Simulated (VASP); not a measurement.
AlSn:

```
Sn Al
1.0
     4.19811    0.00000    0.00000
    -2.09905    3.63567    0.00000
     0.00000    0.00000    3.30685
Sn Al
1 1
Direct
  0.33333 0.66667 0.50000
  0.00000 0.00000 0.00000
```

- Program: VASP 6.6.1
- Task: relaxation of cell and atoms
- Functional: RPBE
- Potentials or basis: VASP PAW PBE potentials, release 64 (Sn_d, Al)
- Cutoff: 600 eV
- k mesh: 7 × 7 × 8
- Occupations: fermi-dirac, width 0.05 eV
- Spin: no spin polarisation

At the start: pressure 1.4 GPa; volume 25.24 Å³/atom.

Q: Where does the relaxation end?

A: Over 6 steps the energy falls by 3.1 meV/atom and the volume is 25.98 Å³/atom (+2.9 %); space group P-6m2 (No. 187, to 0.05 Å).

Step by step:
| step | energy change (eV) | largest force (eV/Å) | pressure (GPa) | volume (Å³) |
| --- | --- | --- | --- | --- |
| 1 | 0.0000 | 0.0000 | 1.43 | 50.47 |
| 2 | -0.0060 | 0.0000 | -0.22 | 52.13 |
| 3 | -0.0062 | 0.0000 | 0.02 | 51.88 |
| 4 | -0.0062 | 0.0000 | -0.01 | 51.91 |
| 5 | -0.0062 | 0.0000 | -0.02 | 51.94 |
| 6 | -0.0063 | 0.0000 | -0.02 | 51.95 |

Final structure:
```yaml
crystal:
  lattice:
    - [4.24037, 0.00000, 0.00000]
    - [-2.12018, 3.67227, 0.00000]
    - [0.00000, 0.00000, 3.33647]
  atoms:
    - { symbol: Sn, position: [0.33333, 0.66667, 0.50000] }
    - { symbol: Al, position: [0.00000, 0.00000, 0.00000] }
```

Caveat: the PAW data sets were made with another functional, which shifts forces and pressure a little.
